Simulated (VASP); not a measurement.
# WC (P1) in VASP: single point with PBE

Aim: the single point of WC with PBE.

Program: VASP 6.6.1. These are calculated values, not measurements. Logs are shortened: lines on timing, memory, paths and dates and some standing lists are left out, and cuts for length are marked.

## Step 1: The cell of the first run

The typed cell holds 16 atoms: a = 5.943 Å, b = 5.147 Å, c = 5.839 Å, α = 90.00°, β = 90.00°, γ = 90.00°.

## Step 2: Single point, PBE

INCAR reads:

```
SYSTEM = WC
ALGO = Normal ; EDIFF = 1E-6
ENCUT = 520 ; GGA = PE
ISIF = 2 ; ISMEAR = -1
LASPH = .True. ; LCHARG = .True.
LELF = .True. ; LREAL = Auto
LVHAR = .True. ; LWAVE = .False.
NBANDS = 86 ; NELM = 80
PREC = Accurate ; SIGMA = 0.24
```

KPOINTS reads:

```
k-points
0
Gamma
  2 2 2
  0 0 0
```

POSCAR reads:

```
WC
1.0
   -2.9713940000     -5.1466060000      0.0000000000
    4.4570910000     -2.5733030000      0.0000000000
    0.0000000000      0.0000000000      5.8387320000
W C
8 8
Direct
    0.7403316296      0.5426896068      0.0305888333
    0.7490741467      0.5363575537      0.5372570620
    0.5045117090      0.0374915085      0.0328838522
    0.4896048918      0.0418903356      0.5434399113
    0.2520326667      0.5420998480      0.0483324119
    0.2560044469      0.5502445603      0.5403741771
   -0.0081582867      0.0383116512      0.0377307950
    0.0025934284      0.0500340014      0.5339686768
    0.4939530159      0.7118160764      0.2965198608
    0.4919514416      0.7107284913      0.7896235004
    0.2534882619      0.2057650383      0.2911248538
    0.2590490791      0.2370014162      0.7973649073
    0.0038813072      0.7016758000      0.2911762348
   -0.0021234830      0.7168330858      0.7851704788
    0.7368872325      0.2159216182      0.2883502788
    0.7616271593      0.1962478153      0.7973991613
```

Potentials or basis: VASP PAW PBE potentials, release 64 (W_sv, C).

On the command line:

```sh
$ cat potpaw_PBE.64/W_sv/POTCAR potpaw_PBE.64/C/POTCAR > POTCAR
$ mpirun -np 1 vasp_std > vasp.out
```

OUTCAR:

```text
SYSTEM = WC
   EDIFF = 1E-6
   ENCUT = 520
   GGA = PE
   ISIF = 2
   ISMEAR = -1
   LASPH = .True.
   LREAL = Auto
   NELM = 80
   PREC = Accurate

 ion  position               nearest neighbor table
   1  0.740  0.543  0.031-  10 2.21  16 2.25  15 2.26  14 2.28   9 2.30  13 2.33   2 2.88   5 2.90
                             3 2.91   3 2.95   7 2.96   2 2.96   7 3.00   5 3.04
   2  0.749  0.536  0.537-  15 2.20  13 2.25   9 2.26  14 2.27  10 2.30  16 2.32   1 2.88   8 2.92
                             6 2.93   1 2.96   4 2.98   6 3.01   4 3.02   8 3.04
   3  0.505  0.037  0.033-  10 2.20  16 2.21  15 2.23  12 2.25   9 2.28  11 2.29   4 2.86   7 2.90
                             1 2.91   1 2.95   5 2.96   4 2.98   5 3.00   7 3.05
   4  0.490  0.042  0.543-  11 2.20   9 2.23  10 2.23  12 2.25  15 2.28  16 2.33   3 2.86   6 2.89
                             8 2.90   6 2.96   2 2.98   3 2.98   2 3.02   8 3.05
   5  0.252  0.542  0.048-  12 2.15  13 2.20   9 2.22  11 2.24  10 2.25  14 2.33   6 2.87   1 2.90
                             3 2.96   6 2.97   7 2.99   3 3.00   7 3.02   1 3.04
   6  0.256  0.550  0.540-   9 2.17  10 2.18  12 2.20  13 2.23  14 2.27  11 2.29   5 2.87   4 2.89
                             2 2.93   4 2.96   5 2.97   8 2.98   8 2.98   2 3.01
   7  0.992  0.038  0.038-  16 2.12  14 2.22  13 2.28  15 2.30  11 2.31  12 2.35   3 2.90   8 2.90
                             8 2.94   1 2.96   5 2.99   1 3.00   5 3.02   3 3.05
   8  0.003  0.050  0.534-  11 2.21  16 2.23  14 2.26  13 2.29  15 2.30  12 2.37   4 2.90   7 2.90
                             2 2.92   7 2.94   6 2.98   6 2.98   2 3.04   4 3.05
   9  0.494  0.712  0.297-   6 2.17   5 2.22   4 2.23   2 2.26   3 2.28   1 2.30
  10  0.492  0.711  0.790-   6 2.18   3 2.20   1 2.21   4 2.23   5 2.25   2 2.30
  11  0.253  0.206  0.291-   4 2.20   8 2.21   5 2.24   3 2.29   6 2.29   7 2.31
  12  0.259  0.237  0.797-   5 2.15   6 2.20   3 2.25   4 2.25   7 2.35   8 2.37
  13  0.004  0.702  0.291-   5 2.20   6 2.23   2 2.25   7 2.28   8 2.29   1 2.33
  14  0.998  0.717  0.785-   7 2.22   8 2.26   6 2.27   2 2.27   1 2.28   5 2.33
  15  0.737  0.216  0.288-   2 2.20   3 2.23   1 2.26   4 2.28   7 2.30   8 2.30
  16  0.762  0.196  0.797-   7 2.12   3 2.21   8 2.23   1 2.25   2 2.32   4 2.33

  LATTYP: Found a simple orthorhombic cell.
 ALAT       =     5.1466055330
 B/A-ratio  =     1.1344821286
 C/A-ratio  =     1.1547006082

  Lattice vectors:

 A1 = (   4.4570910000,  -2.5733030000,   0.0000000000)
 A2 = (   0.0000000000,   0.0000000000,   5.8387320000)
 A3 = (  -2.9713940000,  -5.1466060000,   0.0000000000)

Analysis of symmetry for initial positions (statically):
=====================================================================
 Subroutine PRICEL returns:
 Original cell was already a primitive cell.

 Routine SETGRP: Setting up the symmetry group for a
 simple orthorhombic supercell.

 Subroutine GETGRP returns: Found  1 space group operations
 (whereof  1 operations were pure point group operations)
 out of a pool of  8 trial point group operations.

The static configuration has the point symmetry C_1 .

Analysis of symmetry for dynamics (positions and initial velocities):
=====================================================================
 Subroutine PRICEL returns:
 Original cell was already a primitive cell.

 Routine SETGRP: Setting up the symmetry group for a
 simple orthorhombic supercell.

 Subroutine GETGRP returns: Found  1 space group operations
 (whereof  1 operations were pure point group operations)
 out of a pool of  8 trial point group operations.

The dynamic configuration has the point symmetry C_1 .

 Subroutine INISYM returns: Found  1 space group operations
 (whereof  1 operations are pure point group operations),
 and found     1 'primitive' translations

----------------------------------------------------------------------------------------

                                     Primitive cell

  volume of cell :     178.5787

  direct lattice vectors                    reciprocal lattice vectors
    -2.971394000 -5.146606000  0.000000000    -0.084135594 -0.145727106  0.000000000
     4.457091000 -2.573303000  0.000000000     0.168271189 -0.097151404  0.000000000
     0.000000000  0.000000000  5.838732000     0.000000000  0.000000000  0.171270063

  length of vectors
     5.942788539  5.146605533  5.838732000     0.168271173  0.194302826  0.171270063

  position of ions in fractional coordinates (direct lattice)
     0.740331630  0.542689607  0.030588833
     0.749074147  0.536357554  0.537257062
     0.504511709  0.037491508  0.032883852
     0.489604892  0.041890336  0.543439911
     0.252032667  0.542099848  0.048332412
     0.256004447  0.550244560  0.540374177
[... 8 lines left out ...]
     0.736887233  0.215921618  0.288350279
     0.761627159  0.196247815  0.797399161

  ion indices of the primitive-cell ions
   primitive index   ion index
                 1           1
                 2           2
                 3           3
                 4           4
                 5           5
                 6           6
[... 8 lines left out ...]
                15          15
                16          16

----------------------------------------------------------------------------------------

 KPOINTS: k-points

Automatic generation of k-mesh.
 Grid dimensions read from file:
 generate k-points for:    2    2    2

 Generating k-lattice:

  Cartesian coordinates                     Fractional coordinates (reciprocal lattice)
    -0.042067797 -0.072863553  0.000000000     0.500000000 -0.000000000  0.000000000
     0.084135594 -0.048575702  0.000000000     0.000000000  0.500000000  0.000000000
     0.000000000  0.000000000  0.085635032     0.000000000  0.000000000  0.500000000

  Length of vectors
     0.084135587  0.097151413  0.085635032

  Shift w.r.t. Gamma in fractional coordinates (k-lattice)
     0.000000000  0.000000000  0.000000000

 Subroutine IBZKPT returns following result:
 ===========================================

 Found      8 irreducible k-points:

 Following reciprocal coordinates:
            Coordinates               Weight
  0.000000  0.000000  0.000000      1.000000
  0.500000  0.000000  0.000000      1.000000
  0.000000  0.500000  0.000000      1.000000
  0.500000  0.500000  0.000000      1.000000
  0.000000  0.000000  0.500000      1.000000
  0.500000  0.000000  0.500000      1.000000
  0.000000  0.500000  0.500000      1.000000
  0.500000  0.500000  0.500000      1.000000
   k-points           NKPTS =      8   k-points in BZ     NKDIM =      8   number of bands    NBANDS=     86
   number of dos      NEDOS =    301   number of ions     NIONS =     16
   total plane-waves  NPLWV =  92160
   dimension x,y,z NGX =    48 NGY =   40 NGZ =   48
   dimension x,y,z NGXF=    96 NGYF=   80 NGZF=   96
   ions per type =               8   8
   NGX,Y,Z   is equivalent  to a cutoff of  13.43, 12.92, 13.67 a.u.
   NGXF,Y,Z  is equivalent  to a cutoff of  26.86, 25.84, 27.33 a.u.
 SYSTEM =  WC
   PREC   = accura    normal or accurate (medium, high low for compatibility)
   ISTART =      0    job   : 0-new  1-cont  2-samecut
   ICHARG =      2    charge: 1-file 2-atom 10-const
   ISPIN  =      1    spin polarized calculation?
   LNONCOLLINEAR =      F non collinear calculations
   LSORBIT =      F    spin-orbit coupling
   LASPH  =      T    aspherical Exc in radial PAW
   ENCUT  =  520.0 eV  38.22 Ry    6.18 a.u.  11.05  9.57 10.86*2*pi/ulx,y,z
   NELM   =     80;   NELMIN=  2; NELMDL= -5     # of ELM steps
   EDIFF  = 0.1E-05   stopping-criterion for ELM
   LREAL  =      T    real-space projection
   EDIFFG = 0.1E-04   stopping-criterion for IOM
   NSW    =      0    number of steps for IOM
   IBRION =     -1    ionic relax: 0-MD 1-quasi-New 2-CG
   NFREE  =      0    steps in history (QN), initial steepest desc. (CG)
   ISIF   =      2    stress and relaxation
   ISYM   =      2    0-nonsym 1-usesym 2-fastsym
   POTIM  = 0.5000    time-step for ionic-motion
   TEBEG  =    0.0;   TEEND  =   0.0 temperature during run
   PSTRESS=    0.0 pullay stress
   NELECT =     144.0000    total number of electrons
   NUPDOWN=      -1.0000    fix difference up-down
   EMIN   =  10.00;   EMAX   =-10.00  energy-range for DOS
   EFERMI =   0.00;   METHOD = LEGACY
   ISMEAR =    -1;   SIGMA  =   0.24  broadening in eV -4-tet -1-fermi 0-gaus
   EFERMI_NEDOS =   21; number of points for ismear=-14 and -15
   IALGO  =     38    algorithm
   IMIX   =      4    mixing-type and parameters
     AMIX     =   0.40;   BMIX     =  1.00
     AMIX_MAG =   1.60;   BMIX_MAG =  1.00
  volume/ion in A,a.u.               =      11.16        75.32
  Fermi-wavevector in a.u.,A,eV,Ry     =   1.523769  2.879506 31.590980  2.321872
  Thomas-Fermi vector in A             =   2.632167
   LORBIT       =      0    0 simple, 1 ext, 2 COOP (PROOUT), +10 PAW based schemes
   GGA     = PE    functional components
   LHFCALC =     F    Hartree Fock is set to
   AEXX    =    0.0000 exact exchange contribution
   IVDW    =     0    specifies the selected vdW correction
   LEPSILON=     F    determine dielectric tensor
   LRPA    =     F    only Hartree local field effects (RPA)
 non-spin polarized calculation
  energy-cutoff  :      520.00
  volume of cell :      178.58
 maximum number of plane-waves:      4844
 NGX is ok and might be reduce to    48
   NGX = 23   NGY = 19   NGZ = 21

 number of electron     144.0000006 magnetization

 Free energy of the ion-electron system (eV)
  ---------------------------------------------------
  ext. energy  EPLUGINS =         0.00000000
  ---------------------------------------------------
  free energy    TOTEN  =      -177.96771091 eV

  energy without entropy =     -177.15384835  energy(sigma->0) =     -177.56077963

 E-fermi :  10.4790     XC(G=0): -13.3935

 val. band max:       10.3982462176   @ k =   0.5000   0.0000   0.0000
 cond. band min:      10.5142614998   @ k =   0.5000   0.0000   0.0000
 fundamental gap:      0.1160152821
 Fermi energy:        10.4789986246

 k-point     1 :       0.0000    0.0000    0.0000
  band No.  band energies     occupation
      1     -64.0733      2.00000
      2     -64.0455      2.00000
      3     -64.0401      2.00000
      4     -64.0241      2.00000
      5     -64.0106      2.00000
      6     -64.0084      2.00000
[... 685 lines left out ...]
     83      13.6658      0.00000
     84      13.7822      0.00000
 [bands above 84 left out]

------------------------ aborting loop because EDIFF is reached ----------------------------------------

  FORCE on cell =-STRESS in cart. coord.  units (eV):
  Direction    XX          YY          ZZ          XY          YZ          ZX
  --------------------------------------------------------------------------------------
  -------------------------------------------------------------------------------------
  Total      -14.6008179    -15.7704774    -26.1279265     -0.7648464     -0.5296215      0.0069953
  in kB     -130.9960096   -141.4899914   -234.4152312     -6.8620695     -4.7516721      0.0627602
  external PRESSURE =    -168.9670774 kB  Pullay stress =       0.0000000 kB

 VOLUME and BASIS-vectors are now :
 -----------------------------------------------------------------------------
  energy-cutoff  :      520.00
  volume of cell :      178.58
      direct lattice vectors                 reciprocal lattice vectors
    -2.971394000 -5.146606000  0.000000000    -0.084135594 -0.145727106  0.000000000
     4.457091000 -2.573303000  0.000000000     0.168271189 -0.097151404  0.000000000
     0.000000000  0.000000000  5.838732000     0.000000000  0.000000000  0.171270063

 POSITION                                       TOTAL-FORCE (eV/Angst)
 -----------------------------------------------------------------------------------
      0.21900     -5.20670      0.17860        -0.729749     -0.975691      1.037053
      0.16480     -5.23540      3.13690         0.684690     -0.570202      0.006058
     -1.33200     -2.69300      0.19200         1.244870      0.397039      1.106341
     -1.26810     -2.62760      3.17300        -0.195558     -1.417571     -0.574155
      1.66730     -2.69210      0.28220         0.591799      0.299004     -1.017437
      1.69180     -2.73350      3.15510         0.071932      1.366968      0.107913
[... 8 lines left out ...]
     -1.22720     -4.34810      1.68360        -1.000967     -0.256501      0.169678
     -1.38840     -4.42480      4.65580         1.415082      0.410914     -0.977479
 -----------------------------------------------------------------------------------
    total drift:                               -0.011691     -0.009853      0.004506

  FREE ENERGIE OF THE ION-ELECTRON SYSTEM (eV)
  ---------------------------------------------------
  free  energy   TOTEN  =      -177.9677109082 eV

  energy  without entropy=     -177.1538483498  energy(sigma->0) =     -177.56077963
```

It took 7.4 min on 1 thread of Intel Xeon 8259CL, shared host; peak memory 0.33 GiB.

What came out:

```
Free energy            : -177.9677 eV
Pressure               : -16.9 GPa
Largest force          : 2.082 eV/Å
Band gap on the k mesh : zero (bands 72 and 73 overlap by 0.48 eV)
```

Forces in eV/Å, atoms in the order of the input:
```
W   -0.730 -0.976  1.037
W    0.685 -0.570  0.006
W    1.245  0.397  1.106
W   -0.196 -1.418 -0.574
W    0.592  0.299 -1.017
W    0.072  1.367  0.108
W   -0.245 -1.308  0.449
W   -0.343  0.754  0.502
C   -0.520 -0.443 -0.497
C   -0.400 -0.496  0.101
C    0.358  0.247 -0.184
C   -1.406  1.478 -0.417
C    0.823  0.423 -0.098
C   -0.349  0.091  0.286
C   -1.001 -0.257  0.170
C    1.415  0.411 -0.977
```

Caveat: the k points lie up to 0.61 Å⁻¹ apart; the atoms stand as in a frame of molecular dynamics; spin-orbit coupling is left out, which moves the levels of the heavy elements; forces of over 1 eV/Å act on the atoms, so gaps and moduli don't describe the material at rest.
